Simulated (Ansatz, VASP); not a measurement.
## Two plane-wave programs on InCuO

```
In Cu O
1.0
     3.46743    0.00000    0.00000
    -1.73372    3.00288    0.00000
     0.00000    0.00000    4.45176
In Cu O
1 1 1
Direct
  0.00000 0.00000 0.00000
  0.66667 0.33333 0.50000
  0.33333 0.66667 0.50000
```

Change from the starting cell: species swapped into the DyAlGa type (P-6m2, No. 187).

Alike in both runs: functional PBE; k mesh 6 × 6 × 6; occupations gaussian, width 0.1 eV; collinear spin.

Ansatz relaxed the structure, and its values are those at the end. VASP's run is a single point on that final structure, the one shown.

```csv
,VASP,Ansatz
version,VASP 6.6.1,Ansatz 0.2.0
potentials or method,"VASP PAW PBE potentials, release 64 (In_d, Cu, O), cutoff 520 eV","scalar-relativistic, plane waves, PAW"
valence electrons in the cell,30,38
```

VASP gave:

| Property | Result |
| --- | --- |
| gap on the k mesh at the Fermi level (eV) | none |
| pressure (GPa) | 0.3 |
| net moment per atom (μB) | 0.00 |

**Question.** What did Ansatz give for the same quantities?

**Answer.** gap on the k mesh at the Fermi level (eV): none; pressure (GPa): 0.0; net moment per atom (μB): 0.00.

A gap of «none» marks a metal or a gap that the smearing closes. With one functional, cell and mesh, what is left measures potentials, basis and numerics. VASP's potentials hold 30 valence electrons a cell and Ansatz's 38, so a difference there can come from the potentials and not from the codes. Ansatz's warnings: seeded moment not kept.
